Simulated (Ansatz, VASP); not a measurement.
## Two plane-wave programs on NiSb

File INCAR:

```
ALGO = Normal
EDIFF = 1E-7
ENCUT = 520
GGA = PE
ISIF = 2
ISMEAR = 0
ISPIN = 2
LASPH = True
LCHARG = False
LMAXMIX = 4
LORBIT = 11
LREAL = False
LWAVE = False
MAGMOM = 0 0 0 0
NBANDS = 27
NELM = 150
PREC = Accurate
SIGMA = 0.05
```

File KPOINTS:

```
k-points
0
Gamma
  12 12 8
```

File POSCAR:

```
NiSb
1.0
    3.9280000000      0.0000000000      0.0000000000
   -1.9640000000      3.4017477861      0.0000000000
    0.0000000000      0.0000000000      5.1200000000
Ni Sb
2 2
Direct
    0.0000000000      0.0000000000      0.0000000000
    0.0000000000      0.0000000000      0.5000000000
    0.3333333333      0.6666666667      0.2500000000
    0.6666666667      0.3333333333      0.7500000000
```

Input for Ansatz:

```yaml
crystal:
  lattice:
    - [3.928, 0.0, 0.0]
    - [-1.964, 3.4017477861, 0.0]
    - [0.0, 0.0, 5.12]
  atoms:
    - { symbol: Ni, position: [0.0, 0.0, 0.0] }
    - { symbol: Ni, position: [0.0, 0.0, 0.5] }
    - { symbol: Sb, position: [0.3333333333, 0.6666666667, 0.25] }
    - { symbol: Sb, position: [0.6666666667, 0.3333333333, 0.75] }
magnetization:
  spin_polarized: true
basis:
  ecutwfc: 500
  fft_grid_basis: typed
kpoints:
  mp_grid: { grid: [12, 12, 8] }
hamiltonian:
  xc: pbe
  pseudopotentials: { kind: paw }
scf:
  occupations: { method: gaussian, width: 0.05 }
  n_extra_bands: 8
output:
  forces: true
  stress: false
  eigenvalues: true
  bader: false
  write_density: false
  volumetric_format: npy
  populations: true
  band_densities:
    - { e_range: [-0.25, 0.25] }
    - { e_range: [-1.2, 0.0] }
    - { e_range: [0.0, 1.2] }
    - { e_range: [-6.78, -4.51] }
    - { e_range: [-4.51, -2.25] }
    - { e_range: [-13.08, -8.45] }
  dos:
    e_range: [-30, 8]
    de: 0.02
    method: { smearing: { sigma: 0.03, scheme: gaussian } }
    projected: { site_lists: { Ni: [Ni], Sb: [Sb] } }
checkpoint:
  read: start.run
  write: ck
  compress: false
  write_wavefunctions: false
  write_every: 100000
```

Alike in both runs: task single point; functional PBE; k mesh 12 × 12 × 8; occupations gaussian, width 0.05 eV; collinear spin.

|  | VASP | Ansatz |
| --- | --- | --- |
| version | VASP 6.6.1 | Ansatz 0.2.0 |
| potentials or method | VASP PAW PBE potentials, release 64 (Ni, Sb), cutoff 520 eV | scalar-relativistic, plane waves, PAW |
| valence electrons in the cell | 30 | 66 |

|  | VASP | Ansatz | Ansatz less VASP |
| --- | --- | --- | --- |
| gap on the k mesh at the Fermi level (eV) | none | none | - |
| net moment per atom (μB) | 0.00 | 0.00 | 0.000 |

A gap of «none» marks a metal or a gap that the smearing closes. VASP's potentials hold 30 valence electrons a cell and Ansatz's 66, so a difference there can come from the potentials and not from the codes.

Neither program's run includes spin-orbit coupling.
